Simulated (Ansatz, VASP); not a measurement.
Two plane-wave programs on C

The input INCAR:

```
SYSTEM = C
  PREC = Accurate
  ENCUT = 520
  EDIFF = 1E-6
  ISMEAR = 0
  SIGMA = 0.05
  LREAL = .FALSE.
  LASPH = .TRUE.
  NELM = 60
  ALGO = Normal
  ISIF = 2
  LWAVE = .FALSE.
  LCHARG = .FALSE.
  NBANDS = 11
```

KPOINTS

```
Automatic mesh
0
G
  14 14 14
  0 0 0
```

File POSCAR:

```
C
1.0
    0.0000000000      2.1589050000      3.2977800000
    1.2464200000      0.0000000000      3.2977800000
    1.2464200000      2.1589050000      0.0000000000
C
2
Direct
    0.1666700000      0.8333300000      0.1666700000
    0.8333300000      0.1666700000      0.8333300000
```

Input for Ansatz:

```yaml
crystal:
  lattice:
    - [0.0, 2.158905, 3.29778]
    - [1.24642, 0.0, 3.29778]
    - [1.24642, 2.158905, 0.0]
  atoms:
    - { symbol: C, position: [0.16667, 0.83333, 0.16667] }
    - { symbol: C, position: [0.83333, 0.16667, 0.83333] }
basis:
  ecutwfc: 420
kpoints:
  mp_grid: { grid: [14, 14, 14] }
hamiltonian:
  xc: lda
scf:
  occupations: { method: gaussian, width: 0.05 }
output:
  forces: true
  stress: true
  eigenvalues: true
```

Change from the starting cell: strain +0.015 along x and y, -0.015 along z, atoms carried along.

Alike in both runs: task single point; functional LDA; k mesh 14 × 14 × 14; occupations gaussian, width 0.05 eV; no spin polarisation.

|  | VASP | Ansatz |
| --- | --- | --- |
| version | VASP 6.6.1 | Ansatz 0.2.0 |
| potentials or method | VASP PAW LDA potentials, release 64 (C), cutoff 520 eV | scalar-relativistic, plane waves, PAW |
| valence electrons in the cell | 8 | 8 |

```csv
,VASP,Ansatz,Ansatz less VASP
gap on the k mesh at the Fermi level (eV),0.19,0.19,+0.001
least direct gap on the mesh (eV),0.26,0.26,+0.003
pressure (GPa),-14.7,-15.5,-0.78
"traceless stress, the component that is largest in VASP (GPa)",15.48,16.36,+0.885
rms of the force components (eV/Å),0.023,0.023,0.0000
```

LDA's correlation is that of Perdew and Zunger in VASP and of Perdew and Wang (1992) in Ansatz. Atom by atom the forces differ by 0.000 eV/Å (rms over components).
